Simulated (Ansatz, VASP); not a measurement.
# LaTe4 in VASP and in Ansatz

INCAR

```
PREC = Accurate
ENCUT = 600
EDIFF = 1E-6
ISMEAR = 0
SIGMA = 0.1
LREAL = F
LASPH = T
NELM = 80
ALGO = Normal
ISIF = 3
LWAVE = F
LCHARG = F
GGA = PE
IBRION = 2
NSW = 90
EDIFFG = -0.04
```

Contents of KPOINTS:

```
Automatic mesh
0
Gamma
  4 4 4
```

File POSCAR:

```
LaTe4
1.0
    5.6954136500      0.0000000000      0.0000000000
    0.0000000000      5.6954136500      0.0000000000
    0.0000000000      0.0000000000      5.6954136500
La Te
1 4
Direct
    0.0000000000      0.0000000000      0.0000000000
    0.2500000000      0.2500000000      0.2500000000
    0.7500000000      0.7500000000      0.2500000000
    0.2500000000      0.7500000000      0.7500000000
    0.7500000000      0.2500000000      0.7500000000
```

Input for Ansatz:

```yaml
crystal:
  lattice:
    - [5.69541365, 0.0, 0.0]
    - [0.0, 5.69541365, 0.0]
    - [0.0, 0.0, 5.69541365]
  atoms:
    - { symbol: La, position: [0.0, 0.0, 0.0] }
    - { symbol: Te, position: [0.25, 0.25, 0.25] }
    - { symbol: Te, position: [0.75, 0.75, 0.25] }
    - { symbol: Te, position: [0.25, 0.75, 0.75] }
    - { symbol: Te, position: [0.75, 0.25, 0.75] }
basis:
  ecutwfc: 420
kpoints:
  mp_grid: { grid: [4, 4, 4] }
hamiltonian:
  xc: pbe
scf:
  occupations: { method: gaussian, width: 0.1 }
  lower_state_search: "off"
output:
  forces: true
  stress: true
  eigenvalues: true
relax:
  adjacent_minimum: "off"
  f_tol: 0.04
  max_steps: 70
  cell: { stress_tol: 0.4 }
```

Change from the starting cell: species swapped into the SnI4 type (P-43m, No. 215).

Alike in both runs: task relaxation of cell and atoms; functional PBE; k mesh 4 × 4 × 4; occupations gaussian, width 0.1 eV; no spin polarisation.

```csv
,VASP,Ansatz
version,VASP 6.6.1,Ansatz 0.2.0
potentials or method,"VASP PAW PBE potentials, release 64 (La, Te), cutoff 600 eV","scalar-relativistic, plane waves, PAW"
valence electrons in the cell,35,75
```

VASP gave:

```
gap on the k mesh at the Fermi level, each at its own relaxed structure (eV) : none
relaxed volume (Å³/atom)                                                     : 39.10
relaxed cell length with the largest relative difference (Å)                 : 5.804
```

Question: What did Ansatz give for the same quantities?

Answer: gap on the k mesh at the Fermi level, each at its own relaxed structure (eV): none; relaxed volume (Å³/atom): 38.79; relaxed cell length with the largest relative difference (Å): 5.789.

A gap of «none» marks a metal or a gap that the smearing closes. VASP's potentials hold 35 valence electrons a cell and Ansatz's 75, so a difference there can come from the potentials and not from the codes.

Neither program's run includes spin-orbit coupling.
